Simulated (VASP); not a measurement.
# BaTiO3 (Amm2) in VASP: notebook

Runs on BaTiO3. Level: PBE+U. Tasks: single point.

All numbers are computed with VASP 6.6.1; they aren't measurements. Logs are shortened: lines on timing, memory, paths and dates and some standing lists are left out, and cuts for length are marked.

## Step 1: The cell of the first run

It takes space group Amm2 (No. 38, orthorhombic). The conventional cell has a = 3.808 Å, b = 5.459 Å, c = 5.628 Å, α = 90.00°, β = 90.00°, γ = 90.00°. Ba (site symmetry mm2) has 12 O at 2.69 to 2.91 Å and 8 Ti at 3.33 to 3.45 Å within 3.6 Å. Within 2.4 Å of Ti (site symmetry mm2) lie 6 O at 1.82 to 2.11 Å. O (site symmetry mm2) has 2 Ti at 1.91 Å within 2.5 Å. O (site symmetry m) has 2 Ti at 1.82 to 2.11 Å within 2.4 Å.

## Step 2: Single point, PBE+U (strain -0.050 along x and y, -0.025 along z)

INCAR

```
PREC = Accurate
ENCUT = 520
EDIFF = 1E-6
ISMEAR = 0
SIGMA = 0.05
LREAL = F
LASPH = T
NELM = 150
ALGO = Normal
ISIF = 2
LWAVE = F
LCHARG = F
LMAXMIX = 4
LDAU = T
LDAUTYPE = 2
LDAUL = -1 2 -1
LDAUU = 0 4 0
LDAUJ = 0 0 0
LDAUPRINT = 1
GGA = PE
NBANDS = 28
```

KPOINTS

```
Automatic mesh
0
Gamma
  6 6 6
```

POSCAR

```
BaTiO3
1.0
    3.8078084423      0.0000000000      0.0000000000
    0.0000000000      2.7296174090      2.8137704795
    0.0000000000     -2.7296174090      2.8137704795
Ba Ti O
1 1 3
Direct
    0.0000000000      0.0080771898      0.0080771898
    0.5000000000      0.5197092923      0.5197092923
    0.0000000000      0.4916268263      0.4916268263
    0.5000000000      0.4938075436      0.9829991481
    0.5000000000      0.9829991481      0.4938075436
```

Potentials or basis: VASP PAW PBE potentials, release 64 (Ba_sv, Ti_sv, O).

Command:

```console
$ cat potpaw_PBE.64/Ba_sv/POTCAR potpaw_PBE.64/Ti_sv/POTCAR potpaw_PBE.64/O/POTCAR > POTCAR
$ mpirun -np 1 vasp_std > vasp.out
```

OUTCAR:

```text
PREC = Accurate
   ENCUT = 520
   EDIFF = 1E-6
   ISMEAR = 0
   LREAL = F
   LASPH = T
   NELM = 150
   ISIF = 2
   GGA = PE

 ion  position               nearest neighbor table
   1  0.000  0.008  0.008-   4 2.69   5 2.69   4 2.69   5 2.69   3 2.72   3 2.73   3 2.73   5 2.78
                             4 2.78   5 2.78   4 2.78   3 2.91   2 3.33   2 3.33   2 3.33   2 3.33
   2  0.500  0.520  0.520-   4 1.82   5 1.82   3 1.91   3 1.91   5 2.11   4 2.11   1 3.33   1 3.33
                             1 3.33   1 3.33   1 3.34   1 3.34   1 3.45   1 3.45
   3  0.000  0.492  0.492-   2 1.91   2 1.91   1 2.72   1 2.73   1 2.73   1 2.91
   4  0.500  0.494  0.983-   2 1.82   2 2.11   1 2.69   1 2.69   1 2.78   1 2.78
   5  0.500  0.983  0.494-   2 1.82   2 2.11   1 2.69   1 2.69   1 2.78   1 2.78

  LATTYP: Found a base centered orthorhombic cell.
 ALAT       =     5.4592348180
 B/A-ratio  =     1.0308296211
 C/A-ratio  =     0.6974985633

  Lattice vectors:

 A1 = (   0.0000000000,   2.7296174090,  -2.8137704795)
 A2 = (   0.0000000000,   2.7296174090,   2.8137704795)
 A3 = (   3.8078084423,   0.0000000000,   0.0000000000)

Analysis of symmetry for initial positions (statically):
=====================================================================
 Subroutine PRICEL returns:
 Original cell was already a primitive cell.

 Routine SETGRP: Setting up the symmetry group for a
 base centered orthorhombic supercell.

 Subroutine GETGRP returns: Found  4 space group operations
 (whereof  4 operations were pure point group operations)
 out of a pool of  8 trial point group operations.

The static configuration has the point symmetry C_2v.

Analysis of symmetry for dynamics (positions and initial velocities):
=====================================================================
 Subroutine PRICEL returns:
 Original cell was already a primitive cell.

 Routine SETGRP: Setting up the symmetry group for a
 base centered orthorhombic supercell.

 Subroutine GETGRP returns: Found  4 space group operations
 (whereof  4 operations were pure point group operations)
 out of a pool of  8 trial point group operations.

The dynamic configuration has the point symmetry C_2v.

 Subroutine INISYM returns: Found  4 space group operations
 (whereof  4 operations are pure point group operations),
 and found     1 'primitive' translations

----------------------------------------------------------------------------------------

                                     Primitive cell

  volume of cell :      58.4919

  direct lattice vectors                    reciprocal lattice vectors
     3.807808442  0.000000000  0.000000000     0.262618253  0.000000000  0.000000000
     0.000000000  2.729617409  2.813770480     0.000000000  0.183175854  0.177697507
     0.000000000 -2.729617409  2.813770480     0.000000000 -0.183175854  0.177697507

  length of vectors
     3.807808442  3.920218809  3.920218809     0.262618253  0.255205403  0.255205403

  position of ions in fractional coordinates (direct lattice)
     0.000000000  0.008077190  0.008077190
     0.500000000  0.519709292  0.519709292
     0.000000000  0.491626826  0.491626826
     0.500000000  0.493807544  0.982999148
     0.500000000  0.982999148  0.493807544

  ion indices of the primitive-cell ions
   primitive index   ion index
                 1           1
                 2           2
                 3           3
                 4           4
                 5           5

----------------------------------------------------------------------------------------

 KPOINTS: Automatic mesh

Automatic generation of k-mesh.
 Grid dimensions read from file:
 generate k-points for:    6    6    6

 Generating k-lattice:

  Cartesian coordinates                     Fractional coordinates (reciprocal lattice)
[... 52 lines left out ...]
   ISTART =      0    job   : 0-new  1-cont  2-samecut
   ICHARG =      2    charge: 1-file 2-atom 10-const
   ISPIN  =      1    spin polarized calculation?
   LNONCOLLINEAR =      F non collinear calculations
   LSORBIT =      F    spin-orbit coupling
   LASPH  =      T    aspherical Exc in radial PAW
   ENCUT  =  520.0 eV  38.22 Ry    6.18 a.u.   7.08  7.29  7.29*2*pi/ulx,y,z
   NELM   =    150;   NELMIN=  2; NELMDL= -5     # of ELM steps
   EDIFF  = 0.1E-05   stopping-criterion for ELM
   LREAL  =      F    real-space projection
   EDIFFG = 0.1E-04   stopping-criterion for IOM
   NSW    =      0    number of steps for IOM
   IBRION =     -1    ionic relax: 0-MD 1-quasi-New 2-CG
   NFREE  =      0    steps in history (QN), initial steepest desc. (CG)
   ISIF   =      2    stress and relaxation
   ISYM   =      2    0-nonsym 1-usesym 2-fastsym
   POTIM  = 0.5000    time-step for ionic-motion
   TEBEG  =    0.0;   TEEND  =   0.0 temperature during run
   PSTRESS=    0.0 pullay stress
   NELECT =      40.0000    total number of electrons
   NUPDOWN=      -1.0000    fix difference up-down
   EMIN   =  10.00;   EMAX   =-10.00  energy-range for DOS
   EFERMI =   0.00;   METHOD = LEGACY
   ISMEAR =     0;   SIGMA  =   0.05  broadening in eV -4-tet -1-fermi 0-gaus
   EFERMI_NEDOS =   21; number of points for ismear=-14 and -15
   IALGO  =     38    algorithm
   IMIX   =      4    mixing-type and parameters
     AMIX     =   0.40;   BMIX     =  1.00
     AMIX_MAG =   1.60;   BMIX_MAG =  1.00
  volume/ion in A,a.u.               =      11.70        78.94
  Fermi-wavevector in a.u.,A,eV,Ry     =   1.442325  2.725598 28.304200  2.080300
  Thomas-Fermi vector in A             =   2.560857
   LORBIT       =      0    0 simple, 1 ext, 2 COOP (PROOUT), +10 PAW based schemes
 LDA+U is selected, type is set to LDAUTYPE =  2
   angular momentum for each species LDAUL =    -1    2   -1
   U (eV)           for each species LDAUU =   0.0  4.0  0.0
   J (eV)           for each species LDAUJ =   0.0  0.0  0.0
   GGA     = PE    functional components
   LHFCALC =     F    Hartree Fock is set to
   AEXX    =    0.0000 exact exchange contribution
   IVDW    =     0    specifies the selected vdW correction
   LEPSILON=     F    determine dielectric tensor
   LRPA    =     F    only Hartree local field effects (RPA)
 non-spin polarized calculation
 Gauss-broadening in eV      SIGMA  =   0.05
  energy-cutoff  :      520.00
  volume of cell :       58.49
 maximum number of plane-waves:      1598
   NGX = 15   NGY = 15   NGZ = 15

atom =   2  type =  2  l = 2

 onsite density matrix

spin component  1

  0.1171  0.0000  0.0000  0.0000  0.0000
  0.0000  0.2701  0.0000  0.0000  0.0000
  0.0000  0.0000  0.1507  0.0000 -0.0616
  0.0000  0.0000  0.0000  0.1166  0.0000
  0.0000  0.0000 -0.0616  0.0000  0.2372

spin component  2

  0.1171  0.0000  0.0000  0.0000  0.0000
  0.0000  0.2701  0.0000  0.0000  0.0000
  0.0000  0.0000  0.1507  0.0000 -0.0616
  0.0000  0.0000  0.0000  0.1166  0.0000
  0.0000  0.0000 -0.0616  0.0000  0.2372

 occupancies and eigenvectors

  o =  0.1166  v =  0.0000  0.0000 -0.0000  1.0000 -0.0000  0.0000  0.0000  0.0000  0.0000  0.0000      0.0000  0.0000  0.0000  0.0000  0.0000  0.0000  0.0000  0.0000  0.0000  0.0000
  o =  0.1166  v =  0.0000  0.0000  0.0000  0.0000  0.0000  0.0000  0.0000 -0.0000  1.0000 -0.0000      0.0000  0.0000  0.0000  0.0000  0.0000  0.0000  0.0000  0.0000  0.0000  0.0000
  o =  0.1171  v =  1.0000  0.0000  0.0000  0.0000  0.0000  0.0000  0.0000  0.0000  0.0000  0.0000      0.0000  0.0000  0.0000  0.0000  0.0000  0.0000  0.0000  0.0000  0.0000  0.0000
  o =  0.1171  v =  0.0000  0.0000  0.0000  0.0000  0.0000  1.0000  0.0000  0.0000  0.0000  0.0000      0.0000  0.0000  0.0000  0.0000  0.0000  0.0000  0.0000  0.0000  0.0000  0.0000
  o =  0.1186  v =  0.0000  0.0000 -0.8873 -0.0000 -0.4613  0.0000  0.0000  0.0000  0.0000  0.0000      0.0000  0.0000  0.0000  0.0000  0.0000  0.0000  0.0000  0.0000  0.0000  0.0000
  o =  0.1186  v =  0.0000  0.0000  0.0000  0.0000  0.0000  0.0000  0.0000 -0.8873 -0.0000 -0.4613      0.0000  0.0000  0.0000  0.0000  0.0000  0.0000  0.0000  0.0000  0.0000  0.0000
  o =  0.2692  v =  0.0000  0.0000  0.0000  0.0000  0.0000  0.0000  0.0000 -0.4613  0.0000  0.8873      0.0000  0.0000  0.0000  0.0000  0.0000  0.0000  0.0000  0.0000  0.0000  0.0000
  o =  0.2692  v =  0.0000  0.0000 -0.4613  0.0000  0.8873  0.0000  0.0000  0.0000  0.0000  0.0000      0.0000  0.0000  0.0000  0.0000  0.0000  0.0000  0.0000  0.0000  0.0000  0.0000
  o =  0.2701  v =  0.0000  0.0000  0.0000  0.0000  0.0000  0.0000  1.0000  0.0000  0.0000  0.0000      0.0000  0.0000  0.0000  0.0000  0.0000  0.0000  0.0000  0.0000  0.0000  0.0000
  o =  0.2701  v =  0.0000  1.0000  0.0000  0.0000  0.0000  0.0000  0.0000  0.0000  0.0000  0.0000      0.0000  0.0000  0.0000  0.0000  0.0000  0.0000  0.0000  0.0000  0.0000  0.0000

 number of electron      39.9999991 magnetization

 Free energy of the ion-electron system (eV)
  ---------------------------------------------------
  ext. energy  EPLUGINS =         0.00000000
  ---------------------------------------------------
  free energy    TOTEN  =       -36.46119326 eV

  energy without entropy =      -36.46119326  energy(sigma->0) =      -36.46119326

 E-fermi :   4.9188     XC(G=0): -11.7405

 val. band max:        4.7120427274   @ k =   0.5000   0.5000   0.5000
 cond. band min:       7.4705814990   @ k =   0.0000   0.0000   0.0000
 fundamental gap:      2.7585387716
 Fermi energy:         4.9187980745

 k-point     1 :       0.0000    0.0000    0.0000
  band No.  band energies     occupation
      1     -52.2774      2.00000
      2     -28.5740      2.00000
      3     -28.5420      2.00000
      4     -28.5102      2.00000
      5     -19.9794      2.00000
      6     -12.4345      2.00000
[... 733 lines left out ...]
     27      13.4740      0.00000
     28      13.8401      0.00000

 [... further k-points ...]

------------------------ aborting loop because EDIFF is reached ----------------------------------------

  FORCE on cell =-STRESS in cart. coord.  units (eV):
  Direction    XX          YY          ZZ          XY          YZ          ZX
  --------------------------------------------------------------------------------------
  -------------------------------------------------------------------------------------
  Total       12.7292513     12.8821843      9.6469115      0.0000000      0.0000000      0.0000000
  in kB      348.6726698    352.8617269    264.2429095      0.0000000      0.0000000      0.0000000
  external PRESSURE =     321.9257687 kB  Pullay stress =       0.0000000 kB

 VOLUME and BASIS-vectors are now :
 -----------------------------------------------------------------------------
  energy-cutoff  :      520.00
  volume of cell :       58.49
      direct lattice vectors                 reciprocal lattice vectors
     3.807808442  0.000000000  0.000000000     0.262618253  0.000000000  0.000000000
     0.000000000  2.729617409  2.813770480     0.000000000  0.183175854  0.177697507
     0.000000000 -2.729617409  2.813770480     0.000000000 -0.183175854  0.177697507

 POSITION                                       TOTAL-FORCE (eV/Angst)
 -----------------------------------------------------------------------------------
      0.00000      0.00000      0.04545         0.000000      0.000000     -0.176341
      1.90390      0.00000      2.92469         0.000000      0.000000     -1.841475
      0.00000      0.00000      2.76665         0.000000      0.000000     -0.195725
      1.90390     -1.33531      4.15540         0.000000     -1.179181      1.106771
      1.90390      1.33531      4.15540         0.000000      1.179181      1.106771
 -----------------------------------------------------------------------------------
    total drift:                                0.000000      0.000001      0.000354

  FREE ENERGIE OF THE ION-ELECTRON SYSTEM (eV)
  ---------------------------------------------------
  free  energy   TOTEN  =       -36.4611932642 eV

  energy  without entropy=      -36.4611932641  energy(sigma->0) =      -36.46119326
```

Wall time 32 s (1 thread of Intel Xeon 6975P-C (Granite Rapids), shared host); peak memory 0.22 GiB.

What came out:

```yaml
Free_energy: -36.4612 eV
Pressure: 32.2 GPa
Largest_force: 1.841 eV/Å
Band_gap_on_the_k_mesh: 2.76 eV, indirect (least direct gap 3.02 eV)
```

Forces on the atoms (eV/Å):
```
Ba   0.000  0.000 -0.176
Ti   0.000  0.000 -1.841
O    0.000  0.000 -0.196
O    0.000 -1.179  1.107
O    0.000  1.179  1.107
```

Stress tensor (GPa, compression positive):
```
34.87  0.00  0.00
 0.00 35.29  0.00
 0.00  0.00 26.42
```

Eigenvalues of the final occupation matrices:
```csv
site,spin,trace,eigenvalues
site 2 d,1,0.89,0.12 0.12 0.12 0.27 0.27
site 2 d,2,0.89,0.12 0.12 0.12 0.27 0.27
```

Caveat: the cell differs from its parent crystal (strain -0.050 along x and y, -0.025 along z); spin-orbit coupling is left out, which moves the levels of the heavy elements; forces of over 1 eV/Å act on the atoms, so gaps and moduli don't describe the material at rest. A k mesh can miss the band edges.

## Step 3: Single point, PBE+U (strain -0.025 along x and y, -0.050 along z)

INCAR

```
SYSTEM = BaTiO3
  PREC = Accurate
  ENCUT = 520
  EDIFF = 1E-6
  ISMEAR = 0
  SIGMA = 0.05
  LREAL = .FALSE.
  LASPH = .TRUE.
  NELM = 150
  ALGO = Normal
  ISIF = 2
  LWAVE = .FALSE.
  LCHARG = .FALSE.
  LMAXMIX = 4
  LDAU = .TRUE.
  LDAUTYPE = 2
  LDAUL = -1 2 -1
  LDAUU = 0 4 0
  LDAUJ = 0 0 0
  LDAUPRINT = 1
  GGA = PE
  NBANDS = 28
```

KPOINTS

```
Automatic mesh
0
G
  6 6 6
  0 0 0
```

POSCAR: that of step 2 with these lines changed.

```diff
@@ -2,5 +2,5 @@
 1.0
-    3.8078084423      0.0000000000      0.0000000000
-    0.0000000000      2.7296174090      2.8137704795
-    0.0000000000     -2.7296174090      2.8137704795
+    3.9080139276      0.0000000000      0.0000000000
+    0.0000000000      2.8014494461      2.7416225185
+    0.0000000000     -2.8014494461      2.7416225185
 Ba Ti O
```

Potentials or basis: VASP PAW PBE potentials, release 64 (Ba_sv, Ti_sv, O).

Command:

```console
$ cat potpaw_PBE.64/Ba_sv/POTCAR potpaw_PBE.64/Ti_sv/POTCAR potpaw_PBE.64/O/POTCAR > POTCAR
$ mpirun -np 1 vasp_std > vasp.out
```

Run time: 36 s. Hardware: 1 thread of Intel Xeon 6975P-C (Granite Rapids), shared host; peak memory 0.23 GiB.

Results (log left out):

* Free energy: -36.7511 eV
* Pressure: 24.9 GPa
* Largest force: 1.840 eV/Å
* Band gap on the k mesh: 2.78 eV, indirect (least direct gap 3.13 eV)

Forces in eV/Å, atoms in the order of the input:
```
Ba   0.000  0.000 -0.200
Ti   0.000  0.000 -1.840
O    0.000  0.000  0.042
O    0.000 -1.070  0.999
O    0.000  1.070  0.999
```

Stress tensor (GPa, compression positive):
```
22.36  0.00  0.00
 0.00 23.43  0.00
 0.00  0.00 28.88
```

Levels at points of the mesh, in eV from the valence-band top:
| k point | band 16 | band 17 | band 18 | band 19 | band 20 | band 21 | band 22 | band 23 | band 24 | band 25 |
| --- | --- | --- | --- | --- | --- | --- | --- | --- | --- | --- |
| (0.00, 0.00, 0.00) | -1.40 | -1.32 | -0.41 | -0.40 | -0.35 | 2.78 | 2.81 | 2.96 | 4.77 | 4.82 |
| (0.50, 0.00, 0.00) | -2.28 | -1.77 | -1.51 | -1.15 | -1.05 | 3.16 | 4.37 | 4.56 | 4.79 | 6.51 |
| (0.00, 0.50, 0.00) | -2.08 | -1.92 | -1.79 | -0.95 | -0.85 | 3.00 | 4.53 | 4.53 | 4.78 | 6.70 |
| (0.50, 0.50, 0.00) | -2.82 | -1.82 | -0.94 | -0.92 | -0.12 | 4.50 | 4.56 | 4.95 | 5.41 | 8.13 |
| (0.00, 0.50, 0.50) | -2.92 | -1.77 | -0.83 | -0.77 | -0.22 | 4.55 | 4.59 | 4.90 | 5.58 | 8.14 |
| (0.50, 0.50, 0.50) | -2.33 | -2.17 | -0.13 | -0.06 | 0.00 | 5.12 | 5.20 | 5.31 | 6.79 | 6.89 |

Eigenvalues of the final occupation matrices:
```
    site  spin  trace               eigenvalues
site 2 d     1   0.87  0.11 0.11 0.12 0.25 0.27
site 2 d     2   0.87  0.11 0.11 0.12 0.25 0.27
```

Caveat: the cell differs from its parent crystal (strain -0.025 along x and y, -0.050 along z); spin-orbit coupling is left out, which moves the levels of the heavy elements; forces of over 1 eV/Å act on the atoms, so gaps and moduli don't describe the material at rest. A k mesh can miss the band edges.
